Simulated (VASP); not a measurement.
# C (P6_3/mmc) in VASP: notebook

C is run at these levels: PBE; tasks: single point.

Program: VASP 6.6.1. These are calculated values, not measurements. Logs are shortened: lines on timing, memory, paths and dates and some standing lists are left out, and cuts for length are marked.

## Step 1: The cell of the first run

The structure is hexagonal, space group P6_3/mmc (No. 194). Conventional cell: a = 2.393 Å, b = 2.393 Å, c = 8.618 Å, α = 90.00°, β = 90.00°, γ = 120.00°. Within 1.8 Å of C (site symmetry -6m2) lie 3 C at 1.38 Å. Within 1.8 Å of C (site symmetry -6m2) lie 3 C at 1.38 Å.

## Step 2: Single point, PBE (biaxial strain in the a-b plane: -3.0 %)

INCAR

```
PREC = Accurate ; ENCUT = 520
EDIFF = 1E-6 ; ISMEAR = 0
SIGMA = 0.1 ; LREAL = F
LASPH = T ; NELM = 60
ALGO = Normal ; ISIF = 2
LWAVE = F ; LCHARG = F
GGA = PE ; NBANDS = 16
```

KPOINTS

```
regular mesh
0
Gamma
  24 24 6
```

POSCAR

```
C
1.0
    2.3925368235      0.0000000000      0.0000000000
   -1.1962684118      2.0719976686      0.0000000000
    0.0000000000      0.0000000000      8.6178271805
C
4
Direct
    0.0000000000      0.0000000000      0.2500000000
    0.0000000000      0.0000000000      0.7500000000
    0.3333333333      0.6666666667      0.2500000000
    0.6666666667      0.3333333333      0.7500000000
```

Potentials or basis: VASP PAW PBE potentials, release 64 (C).

On the command line:

```console
$ cat potpaw_PBE.64/C/POTCAR > POTCAR
$ mpirun -np 1 vasp_std > vasp.out
```

OUTCAR:

```text
PREC = Accurate
   ENCUT = 520
   EDIFF = 1E-6
   ISMEAR = 0
   LREAL = F
   LASPH = T
   NELM = 60
   ISIF = 2
   GGA = PE

 ion  position               nearest neighbor table
   1  0.000  0.000  0.250-   3 1.38   3 1.38   3 1.38
   2  0.000  0.000  0.750-   4 1.38   4 1.38   4 1.38
   3  0.333  0.667  0.250-   1 1.38   1 1.38   1 1.38
   4  0.667  0.333  0.750-   2 1.38   2 1.38   2 1.38

  LATTYP: Found a hexagonal cell.
 ALAT       =     2.3925368235
 C/A-ratio  =     3.6019621917

  Lattice vectors:

 A1 = (   2.3925368235,   0.0000000000,   0.0000000000)
 A2 = (  -1.1962684118,   2.0719976686,   0.0000000000)
 A3 = (   0.0000000000,   0.0000000000,   8.6178271805)

Analysis of symmetry for initial positions (statically):
=====================================================================
 Subroutine PRICEL returns:
 Original cell was already a primitive cell.

 Routine SETGRP: Setting up the symmetry group for a
 hexagonal supercell.

 Subroutine GETGRP returns: Found 24 space group operations
 (whereof 12 operations were pure point group operations)
 out of a pool of 24 trial point group operations.

The static configuration has the point symmetry D_3d.
 The point group associated with its full space group is D_6h.

Analysis of symmetry for dynamics (positions and initial velocities):
=====================================================================
 Subroutine PRICEL returns:
 Original cell was already a primitive cell.

 Routine SETGRP: Setting up the symmetry group for a
 hexagonal supercell.

 Subroutine GETGRP returns: Found 24 space group operations
 (whereof 12 operations were pure point group operations)
 out of a pool of 24 trial point group operations.

The dynamic configuration has the point symmetry D_3d.
 The point group associated with its full space group is D_6h.

 Subroutine INISYM returns: Found 24 space group operations
 (whereof 12 operations are pure point group operations),
 and found     1 'primitive' translations

----------------------------------------------------------------------------------------

                                     Primitive cell

  volume of cell :      42.7214

  direct lattice vectors                    reciprocal lattice vectors
     2.392536823  0.000000000  0.000000000     0.417966399  0.241313013  0.000000000
    -1.196268412  2.071997669  0.000000000     0.000000000  0.482626026  0.000000000
     0.000000000  0.000000000  8.617827181     0.000000000  0.000000000  0.116038530

  length of vectors
     2.392536823  2.392536823  8.617827181     0.482626026  0.482626026  0.116038530

  position of ions in fractional coordinates (direct lattice)
     0.000000000  0.000000000  0.250000000
     0.000000000  0.000000000  0.750000000
     0.333333333  0.666666667  0.250000000
     0.666666667  0.333333333  0.750000000

  ion indices of the primitive-cell ions
   primitive index   ion index
                 1           1
                 2           2
                 3           3
                 4           4

----------------------------------------------------------------------------------------

 KPOINTS: regular mesh

Automatic generation of k-mesh.
 Grid dimensions read from file:
 generate k-points for:   24   24    6

 Generating k-lattice:

  Cartesian coordinates                     Fractional coordinates (reciprocal lattice)
     0.017415267  0.010054709  0.000000000     0.041666667 -0.000000000  0.000000000
     0.000000000  0.020109418  0.000000000     0.000000000  0.041666667  0.000000000
     0.000000000  0.000000000  0.019339755     0.000000000  0.000000000  0.166666667

  Length of vectors
     0.020109418  0.020109418  0.019339755

  Shift w.r.t. Gamma in fractional coordinates (k-lattice)
     0.000000000  0.000000000  0.000000000

 Subroutine IBZKPT returns following result:
 ===========================================

 Found    244 irreducible k-points:

 Following reciprocal coordinates:
            Coordinates               Weight
  0.000000  0.000000  0.000000      1.000000
  0.041667 -0.000000  0.000000      6.000000
  0.083333 -0.000000  0.000000      6.000000
  0.125000 -0.000000  0.000000      6.000000
  0.166667 -0.000000  0.000000      6.000000
  0.208333 -0.000000  0.000000      6.000000
[... 16 lines left out ...]
  0.416667  0.041667  0.000000     12.000000
  0.458333  0.041667  0.000000     12.000000
 [... further k-points ...]
   k-points           NKPTS =    244   k-points in BZ     NKDIM =    244   number of bands    NBANDS=     16
   number of dos      NEDOS =    301   number of ions     NIONS =      4
   total plane-waves  NPLWV =  20736
   dimension x,y,z NGX =    18 NGY =   18 NGZ =   64
   dimension x,y,z NGXF=    36 NGYF=   36 NGZF=  128
   ions per type =               4
   NGX,Y,Z   is equivalent  to a cutoff of  12.51, 12.51, 12.35 a.u.
   NGXF,Y,Z  is equivalent  to a cutoff of  25.01, 25.01, 24.69 a.u.
 SYSTEM =  unknown system
   PREC   = accura    normal or accurate (medium, high low for compatibility)
   ISTART =      0    job   : 0-new  1-cont  2-samecut
   ICHARG =      2    charge: 1-file 2-atom 10-const
   ISPIN  =      1    spin polarized calculation?
   LNONCOLLINEAR =      F non collinear calculations
   LSORBIT =      F    spin-orbit coupling
   LASPH  =      T    aspherical Exc in radial PAW
   ENCUT  =  520.0 eV  38.22 Ry    6.18 a.u.   4.45  4.45 16.02*2*pi/ulx,y,z
   NELM   =     60;   NELMIN=  2; NELMDL= -5     # of ELM steps
   EDIFF  = 0.1E-05   stopping-criterion for ELM
   LREAL  =      F    real-space projection
   EDIFFG = 0.1E-04   stopping-criterion for IOM
   NSW    =      0    number of steps for IOM
   IBRION =     -1    ionic relax: 0-MD 1-quasi-New 2-CG
   NFREE  =      0    steps in history (QN), initial steepest desc. (CG)
   ISIF   =      2    stress and relaxation
   ISYM   =      2    0-nonsym 1-usesym 2-fastsym
   POTIM  = 0.5000    time-step for ionic-motion
   TEBEG  =    0.0;   TEEND  =   0.0 temperature during run
   PSTRESS=    0.0 pullay stress
   NELECT =      16.0000    total number of electrons
   NUPDOWN=      -1.0000    fix difference up-down
   EMIN   =  10.00;   EMAX   =-10.00  energy-range for DOS
   EFERMI =   0.00;   METHOD = LEGACY
   ISMEAR =     0;   SIGMA  =   0.10  broadening in eV -4-tet -1-fermi 0-gaus
   EFERMI_NEDOS =   21; number of points for ismear=-14 and -15
   IALGO  =     38    algorithm
   IMIX   =      4    mixing-type and parameters
     AMIX     =   0.40;   BMIX     =  1.00
     AMIX_MAG =   1.60;   BMIX_MAG =  1.00
  volume/ion in A,a.u.               =      10.68        72.07
  Fermi-wavevector in a.u.,A,eV,Ry     =   1.180048  2.229967 18.946287  1.392513
  Thomas-Fermi vector in A             =   2.316347
   LORBIT       =      0    0 simple, 1 ext, 2 COOP (PROOUT), +10 PAW based schemes
   GGA     = PE    functional components
   LHFCALC =     F    Hartree Fock is set to
   AEXX    =    0.0000 exact exchange contribution
   IVDW    =     0    specifies the selected vdW correction
   LEPSILON=     F    determine dielectric tensor
   LRPA    =     F    only Hartree local field effects (RPA)
 non-spin polarized calculation
 Gauss-broadening in eV      SIGMA  =   0.10
  energy-cutoff  :      520.00
  volume of cell :       42.72
 maximum number of plane-waves:      1184
 NGX is ok and might be reduce to    18
   NGX =  9   NGY =  9   NGZ = 33

 number of electron      16.0000005 magnetization

 Free energy of the ion-electron system (eV)
  ---------------------------------------------------
  ext. energy  EPLUGINS =         0.00000000
  ---------------------------------------------------
  free energy    TOTEN  =       -36.62991867 eV

  energy without entropy =      -36.62929894  energy(sigma->0) =      -36.62960881

 E-fermi :   3.2155     XC(G=0):  -8.8010

 val. band max:        3.2152033308   @ k =   0.3333   0.3333   0.1667
 cond. band min:       3.2156556767   @ k =   0.3333   0.3333   0.3333
 fundamental gap:      0.0004523458
 Fermi energy:         3.2155270960

 k-point     1 :       0.0000    0.0000    0.0000
  band No.  band energies     occupation
      1     -17.0598      2.00000
      2     -17.0296      2.00000
      3      -5.2382      2.00000
      4      -4.8157      2.00000
      5       0.2185      2.00000
      6       0.2185      2.00000
[... 8 lines left out ...]
     15      13.0022      0.00000
     16      15.7796      0.00000

 k-point     2 :       0.0417   -0.0000    0.0000
  band No.  band energies     occupation
      1     -17.0164      2.00000
      2     -16.9864      2.00000
      3      -5.1850      2.00000
      4      -4.7634      2.00000
      5       0.0431      2.00000
      6       0.0441      2.00000
[... 8 lines left out ...]
     15      13.0774      0.00000
     16      15.6114      0.00000

 k-point     3 :       0.0833   -0.0000    0.0000
  band No.  band energies     occupation
      1     -16.8866      2.00000
      2     -16.8569      2.00000
      3      -5.0258      2.00000
      4      -4.6070      2.00000
      5      -0.4573      2.00000
      6      -0.4557      2.00000
[... 8 lines left out ...]
     15      13.2835      0.00000
     16      15.1330      0.00000

 k-point     4 :       0.1250   -0.0000    0.0000
  band No.  band energies     occupation
      1     -16.6705      2.00000
      2     -16.6414      2.00000
      3      -4.7615      2.00000
      4      -4.3473      2.00000
      5      -1.2189      2.00000
      6      -1.2163      2.00000
[... 8 lines left out ...]
     15      13.7766      0.00000
     16      14.3821      0.00000
[... 324 lines left out ...]
 k-point    22 :       0.3750    0.0417    0.0000
  band No.  band energies     occupation
      1     -13.2073      2.00000
      2     -13.1862      2.00000
      3      -8.3523      2.00000
      4      -8.3399      2.00000
      5      -3.3261      2.00000
      6      -3.3231      2.00000
[... 8 lines left out ...]
     15      17.3982      0.00000
     16      17.6510      0.00000

 k-point    23 :       0.4167    0.0417    0.0000
  band No.  band energies     occupation
      1     -12.3987      2.00000
      2     -12.3795      2.00000
      3      -9.4110      2.00000
      4      -9.3971      2.00000
      5      -3.5003      2.00000
      6      -3.4973      2.00000
[... 8 lines left out ...]
     15      16.1145      0.00000
     16      17.8730      0.00000

 k-point    24 :       0.4583    0.0417    0.0000
  band No.  band energies     occupation
      1     -11.5812      2.00000
      2     -11.5657      2.00000
      3     -10.3530      2.00000
      4     -10.3398      2.00000
      5      -3.5882      2.00000
      6      -3.5851      2.00000
[... 8 lines left out ...]
     15      15.8401      0.00000
     16      16.9594      0.00000

 [... further k-points ...]

------------------------ aborting loop because EDIFF is reached ----------------------------------------

  FORCE on cell =-STRESS in cart. coord.  units (eV):
  Direction    XX          YY          ZZ          XY          YZ          ZX
  --------------------------------------------------------------------------------------
  -------------------------------------------------------------------------------------
  Total        9.0760352      9.0760352     -0.0177019     -0.0000000      0.0000000      0.0000000
  in kB      340.3776848    340.3776848     -0.6638717     -0.0000000      0.0000000      0.0000000
  external PRESSURE =     226.6971660 kB  Pullay stress =       0.0000000 kB

 VOLUME and BASIS-vectors are now :
 -----------------------------------------------------------------------------
  energy-cutoff  :      520.00
  volume of cell :       42.72
      direct lattice vectors                 reciprocal lattice vectors
     2.392536823  0.000000000  0.000000000     0.417966399  0.241313013  0.000000000
    -1.196268412  2.071997669  0.000000000     0.000000000  0.482626026  0.000000000
     0.000000000  0.000000000  8.617827181     0.000000000  0.000000000  0.116038530

 POSITION                                       TOTAL-FORCE (eV/Angst)
 -----------------------------------------------------------------------------------
      0.00000      0.00000      2.15446        -0.000000      0.000000     -0.000000
      0.00000      0.00000      6.46337         0.000000      0.000000      0.000000
     -0.00000      1.38133      2.15446         0.000000     -0.000000      0.000000
      1.19627      0.69067      6.46337         0.000000      0.000000     -0.000000
 -----------------------------------------------------------------------------------
    total drift:                                0.000000     -0.000000      0.000000

  FREE ENERGIE OF THE ION-ELECTRON SYSTEM (eV)
  ---------------------------------------------------
  free  energy   TOTEN  =       -36.6299186677 eV

  energy  without entropy=      -36.6292989424  energy(sigma->0) =      -36.62960881
```

It took 3.7 min on 1 thread of AMD EPYC, shared host; peak memory 0.2 GiB.

Results:

* Free energy: -36.6299 eV
* Pressure: 22.7 GPa
* Band gap on the k mesh: zero (filled and empty bands touch)

Caveat: the cell differs from its parent crystal (biaxial strain in the a-b plane: -3.0 %); the cell stands under pressure; this functional lacks dispersion, which binds the layers, so the pressure and a relaxed spacing across them are unreliable.

## Step 3: Single point, PBE (biaxial strain in the a-b plane: -1.5 %)

INCAR

```
PREC = Accurate ; ENCUT = 520
EDIFF = 1E-7 ; ISMEAR = 0
SIGMA = 0.1 ; LREAL = F
LASPH = T ; NELM = 60
ALGO = Normal ; ISIF = 2
LWAVE = F ; LCHARG = T
GGA = PE ; LELF = T
LVHAR = T ; NBANDS = 16
```

KPOINTS is that of step 2.

POSCAR

```
C
1.0
    2.4295348156      0.0000000000      0.0000000000
   -1.2147674078      2.1040388697      0.0000000000
    0.0000000000      0.0000000000      8.5416381387
C
4
Direct
    0.0000000000      0.0000000000      0.2500000000
    0.0000000000      0.0000000000      0.7500000000
    0.3333333333      0.6666666667      0.2500000000
    0.6666666667      0.3333333333      0.7500000000
```

Potentials or basis: VASP PAW PBE potentials, release 64 (C).

On the command line:

```console
$ cat potpaw_PBE.64/C/POTCAR > POTCAR
$ mpirun -np 1 vasp_std > vasp.out
```

It took 3.7 min on 1 thread of AMD EPYC, shared host; peak memory 0.2 GiB.

The run converged. Its results:

| Item | Value |
| --- | --- |
| Free energy | -36.8370 eV |
| Pressure | 10.8 GPa |
| Band gap on the k mesh | zero (filled and empty bands touch) |

Stress tensor (GPa, compression positive):
```
16.25  0.00  0.00
 0.00 16.25  0.00
 0.00  0.00 -0.04
```

Levels at points of the mesh, in eV from the Fermi level:
| k point | band 4 | band 5 | band 6 | band 7 | band 8 | band 9 | band 10 | band 11 | band 12 | band 13 |
| --- | --- | --- | --- | --- | --- | --- | --- | --- | --- | --- |
| (0.00, 0.00, 0.00) | -7.68 | -3.02 | -3.02 | -3.02 | -3.02 | 2.92 | 6.21 | 8.60 | 8.60 | 8.61 |
| (0.50, 0.00, 0.00) | -13.52 | -6.55 | -6.54 | -2.52 | -2.38 | 1.60 | 1.81 | 7.79 | 7.84 | 10.70 |
| (0.00, 0.00, 0.50) | -7.93 | -3.02 | -3.02 | -3.02 | -3.02 | 4.17 | 4.17 | 8.60 | 8.60 | 8.60 |
| (0.50, 0.00, 0.50) | -13.53 | -6.54 | -6.54 | -2.45 | -2.45 | 1.69 | 1.69 | 7.81 | 7.81 | 11.58 |

Caveat: the cell differs from its parent crystal (biaxial strain in the a-b plane: -1.5 %); the cell stands under pressure; this functional lacks dispersion, which binds the layers, so the pressure and a relaxed spacing across them are unreliable.
